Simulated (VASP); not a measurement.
SiNi:

```
Ni Si
1.0
     4.50369    0.00000    0.00000
     0.00000    4.50369    0.00000
     0.00000    0.00000    4.50369
Ni Si
4 4
Cartesian
  0.6733 0.6733 0.6733
  2.9252 1.5785 3.8304
  3.8304 2.9252 1.5785
  1.5785 3.8304 2.9252
  3.8139 3.8139 3.8139
  1.5620 2.9417 0.6898
  0.6898 1.5620 2.9417
  2.9417 0.6898 1.5620
```

* Program: VASP 6.6.1
* Task: relaxation of cell and atoms
* Functional: PBEsol
* Potentials or basis: VASP PAW PBE potentials, release 64 (Ni, Si)
* Cutoff: 600 eV
* k mesh: 6 × 6 × 6
* Occupations: fermi-dirac, width 0.05 eV
* Spin: collinear spin, ferromagnetic start
* Starting moments: [1.0, 1.0, 1.0, 1.0, 0.0, 0.0, 0.0, 0.0] μB

At the start: pressure -4.5 GPa; volume 11.42 Å³/atom.

How do energy, volume and symmetry change on relaxing?

Over 7 steps the energy falls by 3.8 meV/atom and the volume is 11.16 Å³/atom (-2.3 %); space group P2_13 (No. 198, to 0.1 Å) before and after; moment 0.00 μB per cell.

Step by step:
```tsv
step	energy change (eV)	largest force (eV/Å)	pressure (GPa)	volume (Å³)
1	0.0000	0.0389	-4.47	91.35
2	-0.0004	0.0044	4.87	87.20
3	-0.0304	0.0195	-0.01	89.23
4	-0.0304	0.0191	0.09	89.19
5	-0.0305	0.0156	-0.07	89.26
6	-0.0305	0.0137	-0.15	89.30
7	-0.0306	0.0095	-0.07	89.27
```

Final structure:
```
Ni Si
1.0
     4.46930    0.00000    0.00000
     0.00000    4.46930    0.00000
     0.00000    0.00000    4.46930
Ni Si
4 4
Direct
  0.14911 0.14911 0.14911
  0.64911 0.35089 0.85089
  0.85089 0.64911 0.35089
  0.35089 0.85089 0.64911
  0.84650 0.84650 0.84650
  0.34650 0.65350 0.15350
  0.15350 0.34650 0.65350
  0.65350 0.15350 0.34650
```

Caveat: the moments typed at the start vanished in this run; the PAW data sets were made with another functional, which shifts forces and pressure a little.
